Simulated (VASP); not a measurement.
# C (C2/m) in VASP: further runs

C is run at these levels: r2SCAN+rVV10, PBE+D3(BJ), PBE+D4; tasks: single point, relaxation of cell and atoms.

Everything below comes from runs of VASP 6.6.1. Logs are shortened: lines on timing, memory, paths and dates and some standing lists are left out, and cuts for length are marked.

**1. The cell of the first run**

The typed cell holds 2 atoms: a = 2.455 Å, b = 2.455 Å, c = 3.643 Å, α = 109.59°, β = 109.59°, γ = 60.00°.

**2. Single point, r2SCAN+rVV10**

Contents of POSCAR:

```
C
1.0
    2.1262020258     -1.2275629060     -0.0100542737
    2.1262020258      1.2275629060     -0.0100542737
   -1.3949067766      0.0000000000      3.3658025016
C
2
Direct
    0.8333362419      0.8333362419      0.0000098419
    0.1666637581      0.1666637581      0.9999901581
```

Contents of INCAR.step1:

```
SYSTEM = C
  ALGO = Normal
  EDIFF = 1E-4
  ENCUT = 520
  GGA = PE
  ISMEAR = -1
  LASPH = .True.
  LCHARG = .False.
  LREAL = .False.
  LWAVE = .True.
  NBANDS = 11
  NELM = 60
  PREC = Accurate
  SIGMA = 0.02
```

Contents of INCAR.step2:

```
SYSTEM = C
  ALGO = Normal
  BPARAM = 11.95
  CPARAM = 0.0093
  EDIFF = 1E-6
  ENCUT = 520
  ISIF = 2
  ISMEAR = -1
  ISTART = 1
  IVDW_NL = 2
  LASPH = .True.
  LCHARG = .False.
  LMIXTAU = .True.
  LREAL = .False.
  LUSE_VDW = .True.
  LWAVE = .False.
  METAGGA = R2SCAN
  NBANDS = 11
  NELM = 60
  PREC = Accurate
  SIGMA = 0.02
```

Contents of KPOINTS:

```
k-points
0
Gamma
  10 10 8
  0 0 0
```

Potentials or basis: VASP PAW PBE potentials, release 64 (C).

Launch:

```sh
$ cat potpaw_PBE.64/C/POTCAR > POTCAR
$ cp INCAR.step1 INCAR
$ mpirun -np 1 vasp_std > vasp.out
$ cp INCAR.step2 INCAR
$ mpirun -np 1 vasp_std > vasp.out
```

OUTCAR:

```text
SYSTEM = C
   BPARAM = 11.95
   EDIFF = 1E-6
   ENCUT = 520
   ISIF = 2
   ISMEAR = -1
   ISTART = 1
   IVDW_NL = 2
   LASPH = .True.
   LREAL = .False.
   METAGGA = R2SCAN
   NELM = 60
   PREC = Accurate

 ion  position               nearest neighbor table
   1  0.833  0.833  0.000-   2 1.42   2 1.42   2 1.42
   2  0.167  0.167  1.000-   1 1.42   1 1.42   1 1.42

  LATTYP: Found a base centered monoclinic cell.
 ALAT       =     4.2524515955
 B/A-ratio  =     0.5773436233
 C/A-ratio  =     0.8567772585
 COS(beta)  =    -0.3872222528

  Lattice vectors:

 A1 = (   2.1262020258,  -1.2275629060,  -0.0100542737)
 A2 = (   2.1262020258,   1.2275629060,  -0.0100542737)
 A3 = (  -1.3949067766,   0.0000000000,   3.3658025016)

Analysis of symmetry for initial positions (statically):
=====================================================================
 Subroutine PRICEL returns:
 Original cell was already a primitive cell.

 Routine SETGRP: Setting up the symmetry group for a
 base centered monoclinic supercell.

 Subroutine GETGRP returns: Found  4 space group operations
 (whereof  4 operations were pure point group operations)
 out of a pool of  4 trial point group operations.

The static configuration has the point symmetry C_2h.

Analysis of symmetry for dynamics (positions and initial velocities):
=====================================================================
 Subroutine PRICEL returns:
 Original cell was already a primitive cell.

 Routine SETGRP: Setting up the symmetry group for a
 base centered monoclinic supercell.

 Subroutine GETGRP returns: Found  4 space group operations
 (whereof  4 operations were pure point group operations)
 out of a pool of  4 trial point group operations.

The dynamic configuration has the point symmetry C_2h.

 Subroutine INISYM returns: Found  4 space group operations
 (whereof  4 operations are pure point group operations),
 and found     1 'primitive' translations

----------------------------------------------------------------------------------------

                                     Primitive cell

  volume of cell :      17.5354

  direct lattice vectors                    reciprocal lattice vectors
     2.126202026 -1.227562906 -0.010054274     0.235622861 -0.407311102  0.097650389
     2.126202026  1.227562906 -0.010054274     0.235622861  0.407311102  0.097650389
    -1.394906777  0.000000000  3.365802502     0.001407698  0.000000000  0.297689364

  length of vectors
     2.455147008  2.455147008  3.643403820     0.480578885  0.480578885  0.297692693

  position of ions in fractional coordinates (direct lattice)
     0.833336242  0.833336242  0.000009842
     0.166663758  0.166663758  0.999990158

  ion indices of the primitive-cell ions
   primitive index   ion index
                 1           1
                 2           2

----------------------------------------------------------------------------------------

 KPOINTS: k-points

Automatic generation of k-mesh.
 Grid dimensions read from file:
 generate k-points for:   10   10    8

 Generating k-lattice:

  Cartesian coordinates                     Fractional coordinates (reciprocal lattice)
     0.023562286 -0.040731110  0.009765039     0.100000000  0.000000000  0.000000000
     0.023562286  0.040731110  0.009765039     0.000000000  0.100000000  0.000000000
     0.000175962  0.000000000  0.037211171     0.000000000  0.000000000  0.125000000

  Length of vectors
     0.048057889  0.048057889  0.037211587

  Shift w.r.t. Gamma in fractional coordinates (k-lattice)
     0.000000000  0.000000000  0.000000000

 Subroutine IBZKPT returns following result:
 ===========================================

 Found    227 irreducible k-points:

 Following reciprocal coordinates:
            Coordinates               Weight
  0.000000  0.000000  0.000000      1.000000
  0.100000  0.000000 -0.000000      4.000000
  0.200000  0.000000 -0.000000      4.000000
  0.300000 -0.000000  0.000000      4.000000
  0.400000  0.000000 -0.000000      4.000000
  0.500000  0.000000  0.000000      2.000000
[... 16 lines left out ...]
  0.300000  0.300000  0.000000      2.000000
  0.400000  0.300000 -0.000000      4.000000
 [... further k-points ...]
   k-points           NKPTS =    227   k-points in BZ     NKDIM =    227   number of bands    NBANDS=     11
   number of dos      NEDOS =    301   number of ions     NIONS =      2
   total plane-waves  NPLWV =   9072
   dimension x,y,z NGX =    18 NGY =   18 NGZ =   28
   dimension x,y,z NGXF=    36 NGYF=   36 NGZF=   56
   ions per type =               2
   NGX,Y,Z   is equivalent  to a cutoff of  12.19, 12.19, 12.78 a.u.
   NGXF,Y,Z  is equivalent  to a cutoff of  24.38, 24.38, 25.55 a.u.
 SYSTEM =  C
   PREC   = accura    normal or accurate (medium, high low for compatibility)
   ISTART =      1    job   : 0-new  1-cont  2-samecut
   ICHARG =      0    charge: 1-file 2-atom 10-const
   ISPIN  =      1    spin polarized calculation?
   LNONCOLLINEAR =      F non collinear calculations
   LSORBIT =      F    spin-orbit coupling
   LASPH  =      T    aspherical Exc in radial PAW
   ENCUT  =  520.0 eV  38.22 Ry    6.18 a.u.   4.56  4.56  6.77*2*pi/ulx,y,z
   NELM   =     60;   NELMIN=  2; NELMDL=  0     # of ELM steps
   EDIFF  = 0.1E-05   stopping-criterion for ELM
   LREAL  =      F    real-space projection
   EDIFFG = 0.1E-04   stopping-criterion for IOM
   NSW    =      0    number of steps for IOM
   IBRION =     -1    ionic relax: 0-MD 1-quasi-New 2-CG
   NFREE  =      0    steps in history (QN), initial steepest desc. (CG)
   ISIF   =      2    stress and relaxation
   ISYM   =      2    0-nonsym 1-usesym 2-fastsym
   POTIM  = 0.5000    time-step for ionic-motion
   TEBEG  =    0.0;   TEEND  =   0.0 temperature during run
   PSTRESS=    0.0 pullay stress
   NELECT =       8.0000    total number of electrons
   NUPDOWN=      -1.0000    fix difference up-down
   EMIN   =  10.00;   EMAX   =-10.00  energy-range for DOS
   EFERMI =   0.00;   METHOD = LEGACY
   ISMEAR =    -1;   SIGMA  =   0.02  broadening in eV -4-tet -1-fermi 0-gaus
   EFERMI_NEDOS =   21; number of points for ismear=-14 and -15
   IALGO  =     38    algorithm
   IMIX   =      4    mixing-type and parameters
     AMIX     =   0.40;   BMIX     =  1.00
     AMIX_MAG =   1.60;   BMIX_MAG =  1.00
  volume/ion in A,a.u.               =       8.77        59.17
  Fermi-wavevector in a.u.,A,eV,Ry     =   1.260278  2.381581 21.610157  1.588302
  Thomas-Fermi vector in A             =   2.393796
   LORBIT       =      0    0 simple, 1 ext, 2 COOP (PROOUT), +10 PAW based schemes
   METAGGA = R2SCAN    functional components
   LHFCALC =     F    Hartree Fock is set to
   AEXX    =    0.0000 exact exchange contribution
   IVDW_NL    =     2    kernel type
   BPARAM     =11.9500
   IVDW    =     0    specifies the selected vdW correction
   LEPSILON=     F    determine dielectric tensor
   LRPA    =     F    only Hartree local field effects (RPA)
 non-spin polarized calculation
  energy-cutoff  :      520.00
  volume of cell :       17.54
 maximum number of plane-waves:       484
   NGX =  9   NGY =  9   NGZ = 13

 number of electron       8.0000000 magnetization

 Free energy of the ion-electron system (eV)
  ---------------------------------------------------
  ext. energy  EPLUGINS =         0.00000000
  ---------------------------------------------------
  free energy    TOTEN  =       -19.71822216 eV

  energy without entropy =      -19.71822216  energy(sigma->0) =      -19.71822216

 E-fermi :   4.6470     XC(G=0): -11.2113

 val. band max:        4.1482554486   @ k =  -0.3000   0.3000   0.0000
 cond. band min:       5.4399045152   @ k =  -0.3000   0.3000   0.0000
 fundamental gap:      1.2916490666
 Fermi energy:         4.6470208002

 k-point     1 :       0.0000    0.0000    0.0000
  band No.  band energies     occupation
      1     -16.3064      2.00000
      2      -2.3632      2.00000
      3       1.4985      2.00000
      4       1.4988      2.00000
      5       8.9736      0.00000
      6      13.4579      0.00000
      7      13.4584      0.00000
      8      17.1097      0.00000
      9      18.0859      0.00000
     10      28.7730      0.00000
     11      31.5563      0.00000

 k-point     2 :       0.1000    0.0000   -0.0000
  band No.  band energies     occupation
      1     -16.0498      2.00000
      2      -2.1010      2.00000
      3       0.5053      2.00000
      4       0.9921      2.00000
      5       9.3309      0.00000
      6      13.5773      0.00000
      7      14.5158      0.00000
      8      16.1864      0.00000
      9      18.5692      0.00000
     10      29.3580      0.00000
     11      29.7551      0.00000

 k-point     3 :       0.2000    0.0000   -0.0000
  band No.  band energies     occupation
      1     -15.2852      2.00000
      2      -1.8470      2.00000
      3      -1.3227      2.00000
      4      -0.0918      2.00000
      5      10.3933      0.00000
      6      13.4627      0.00000
      7      13.9197      0.00000
      8      17.2068      0.00000
      9      20.0058      0.00000
     10      26.2977      0.00000
     11      28.8205      0.00000

 k-point     4 :       0.3000   -0.0000    0.0000
  band No.  band energies     occupation
      1     -14.0284      2.00000
      2      -4.6609      2.00000
      3      -1.1439      2.00000
      4      -0.0674      2.00000
      5      10.9761      0.00000
      6      12.1440      0.00000
      7      13.1890      0.00000
      8      20.7414      0.00000
      9      21.2440      0.00000
     10      24.3312      0.00000
     11      27.0253      0.00000
[... 239 lines left out ...]
 k-point    22 :      -0.2000    0.2000    0.0000
  band No.  band energies     occupation
      1     -13.3178      2.00000
      2      -4.8435      2.00000
      3      -3.2139      2.00000
      4       0.9297      2.00000
      5       9.6963      0.00000
      6      12.5825      0.00000
      7      16.3739      0.00000
      8      17.4681      0.00000
      9      19.8809      0.00000
     10      25.6683      0.00000
     11      28.1867      0.00000

 k-point    23 :       0.3000    0.3000    0.0000
  band No.  band energies     occupation
      1     -13.9652      2.00000
      2      -4.5967      2.00000
      3      -1.1852      2.00000
      4      -0.5808      2.00000
      5      10.5534      0.00000
      6      12.7309      0.00000
      7      13.6122      0.00000
      8      20.7333      0.00000
      9      22.4193      0.00000
     10      23.5666      0.00000
     11      29.7123      0.00000

 k-point    24 :       0.4000    0.3000   -0.0000
  band No.  band energies     occupation
      1     -12.9685      2.00000
      2      -5.9078      2.00000
      3      -2.3751      2.00000
      4       0.3015      2.00000
      5       8.9491      0.00000
      6      13.6334      0.00000
      7      15.0436      0.00000
      8      20.7311      0.00000
      9      21.7171      0.00000
     10      25.1128      0.00000
     11      29.2223      0.00000

 [... further k-points ...]
[... 5 lines left out ...]
  --------------------------------------------------------------------------------------
  -------------------------------------------------------------------------------------
  Total        0.1239320      0.1240039     -0.0164619      0.0000000      0.0000000     -0.0016595
  in kB       11.3234548     11.3300292     -1.5040947      0.0000000      0.0000000     -0.1516278
  external PRESSURE =       7.0497964 kB  Pullay stress =       0.0000000 kB

 VOLUME and BASIS-vectors are now :
 -----------------------------------------------------------------------------
  energy-cutoff  :      520.00
  volume of cell :       17.54
      direct lattice vectors                 reciprocal lattice vectors
     2.126202026 -1.227562906 -0.010054274     0.235622861 -0.407311102  0.097650389
     2.126202026  1.227562906 -0.010054274     0.235622861  0.407311102  0.097650389
    -1.394906777  0.000000000  3.365802502     0.001407698  0.000000000  0.297689364

 POSITION                                       TOTAL-FORCE (eV/Angst)
 -----------------------------------------------------------------------------------
      3.54367      0.00000     -0.01672         0.000093      0.000000      0.001016
     -0.68617      0.00000      3.36242        -0.000093      0.000000     -0.001016
 -----------------------------------------------------------------------------------
    total drift:                                0.000000      0.000000      0.000000

  FREE ENERGIE OF THE ION-ELECTRON SYSTEM (eV)
  ---------------------------------------------------
  free  energy   TOTEN  =       -19.7182221608 eV

  energy  without entropy=      -19.7182221608  energy(sigma->0) =      -19.71822216
```

Wall time 3.4 min (1 thread of Intel Xeon 8259CL, shared host); peak memory 0.2 GiB.

Results:

```
Free energy : -19.7182 eV
Pressure    : 0.7 GPa
```

Caveat: the PAW data sets were made with another functional, which shifts forces and pressure a little.

**3. Relaxation of cell and atoms, PBE+D3(BJ)**

This run uses another cell than the first one, of 9.15 Å³/atom.

Contents of INCAR:

```
PREC = Accurate ; ENCUT = 600
EDIFF = 1E-6 ; ISMEAR = -1
SIGMA = 0.02 ; LREAL = False
LASPH = True ; NELM = 60
ALGO = Normal ; ISIF = 3
LWAVE = False ; LCHARG = False
GGA = PE ; IVDW = 12
IBRION = 2 ; NSW = 80
EDIFFG = -0.005
```

Contents of KPOINTS:

```
Automatic mesh
0
Gamma
  10 10 6
```

Contents of POSCAR:

```
C
1.0
    2.1273203072     -1.2282824400      0.0000000000
    2.1273203072      1.2282824400      0.0000000000
   -1.3790696309      0.0000000000      3.5028300786
C
2
Direct
    0.8333555300      0.8333555300      0.0000930400
    0.1666444700      0.1666444700      0.9999069600
```

Potentials or basis: VASP PAW PBE potentials, release 64 (C).

Launch:

```sh
$ cat potpaw_PBE.64/C/POTCAR > POTCAR
$ mpirun -np 1 vasp_std > vasp.out
```

Run time: 4.1 min. Hardware: 1 thread of Intel Xeon 8259CL, shared host; peak memory 0.16 GiB.

The run converged. Its results:

```
Free energy                           : -18.7437 eV
Relaxed volume                        : 8.84 Å³/atom
Relaxed cell                          : a = 2.465 Å, b = 2.465 Å, c = 3.638 Å, α = 109.35°, β = 109.35°, γ = 60.00°
Space group after relaxing (to 0.1 Å) : R-3m (No. 166)
Energy gained by relaxing             : 2.5 meV/atom
Ionic steps                           : 17
Pressure after relaxing               : 0.0 GPa
Largest force after relaxing          : 0.003 eV/Å
Dispersion energy per atom            : -0.156 eV
```

Forces in eV/Å, atoms in the order of the input:
```
C    0.001  0.000  0.003
C   -0.001  0.000 -0.003
```

Stress tensor (GPa, compression positive):
```
 0.04  0.00 -0.04
 0.00 -0.01  0.00
-0.04  0.00 -0.07
```

The path:
```csv
step,energy change (eV),largest force (eV/Å),pressure (GPa),volume (Å³)
1,0.0000,0.0056,2.67,18.31
2,0.0091,0.0089,-7.52,18.71
3,-0.0020,0.0025,-0.51,18.43
4,-0.0020,0.0025,-0.44,18.42
5,-0.0024,0.0038,-0.36,18.37
6,-0.0033,0.0205,-0.34,18.22
7,-0.0046,0.0542,-0.15,17.92
8,-0.0038,0.1214,0.36,17.31
9,-0.0049,0.0742,-0.04,17.73
10,-0.0048,0.1337,0.00,17.67
11,-0.0050,0.0438,-0.05,17.70
12,-0.0050,0.0065,0.01,17.68
13,-0.0050,0.0012,0.04,17.68
14,-0.0050,0.0064,0.03,17.69
15,-0.0050,0.0108,-0.03,17.69
16,-0.0050,0.0052,-0.03,17.69
17,-0.0050,0.0032,-0.01,17.69
```

Final structure:
```
C
1.0
     2.13473   -1.23254   -0.00244
     2.13473    1.23254   -0.00244
    -1.38787    0.00000    3.36284
C
2
Direct
  0.83335 0.83335 0.00007
  0.16665 0.16665 0.99993
```

(Part 1 of 2 ends here.)
